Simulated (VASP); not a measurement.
# VN2: single point with PBEsol

VN2:

```
V N
1.0
    -2.07706    2.07706    2.51666
     2.07706   -2.07706    2.51666
     2.07706    2.07706   -2.51666
V N
2 4
Direct
  0.25000 0.25000 0.00000
  0.75000 0.75000 0.00000
  0.11426 0.61426 0.72852
  0.61426 0.88574 0.50000
  0.88574 0.38574 0.27148
  0.38574 0.11426 0.50000
```

This cell differs from its parent crystal: strain -0.025 along x and y, +0.025 along z.

- Program: VASP 6.6.1
- Task: single point
- Functional: PBEsol
- Potentials or basis: VASP PAW PBE potentials, release 64 (V_sv, N)
- Cutoff: 520 eV
- k mesh: 16 × 16 × 16
- Occupations: gaussian, width 0.15 eV
- Spin: no spin polarisation

* Pressure: 13.2 GPa
* Largest force: 0.577 eV/Å
* Band gap on the k mesh: zero (bands 23 and 24 overlap by 0.48 eV)

Forces in eV/Å, atoms in the order of the input:
```
V    0.000  0.000  0.000
V    0.000  0.000  0.000
N    0.408  0.408  0.000
N   -0.408  0.408  0.000
N   -0.408 -0.408  0.000
N    0.408 -0.408  0.000
```

Stress tensor (GPa, compression positive):
```
21.86  0.00  0.00
 0.00 21.86  0.00
 0.00  0.00 -4.02
```

Levels at points of the mesh, in eV from the Fermi level:
```
           k point  band 20  band 21  band 22  band 23  band 24  band 25  band 26  band 27
(0.00, 0.00, 0.00)    -3.17    -2.76    -2.76    -2.47     0.81     0.81     0.95     1.26
(0.50, 0.00, 0.00)    -3.53    -3.49    -3.49     0.22     0.22     0.85     0.85     1.00
(0.50, 0.50, 0.00)    -5.09    -2.98    -2.73    -1.25     0.26     0.67     1.31     1.93
(0.50, 0.50, 0.50)    -2.64    -2.64    -0.67    -0.23     0.02     0.11     0.33     2.03
```

It took 3.5 min on 1 thread of Intel(R) Xeon(R) 6975P-C (Granite Rapids), on a shared host, peak memory 0.46 GiB.

Caveat: the cell differs from its parent crystal (strain -0.025 along x and y, +0.025 along z); the cell stands under pressure; the PAW data sets were made with another functional, which shifts forces and pressure a little; the run has no spin polarisation, though such a crystal can be magnetic.
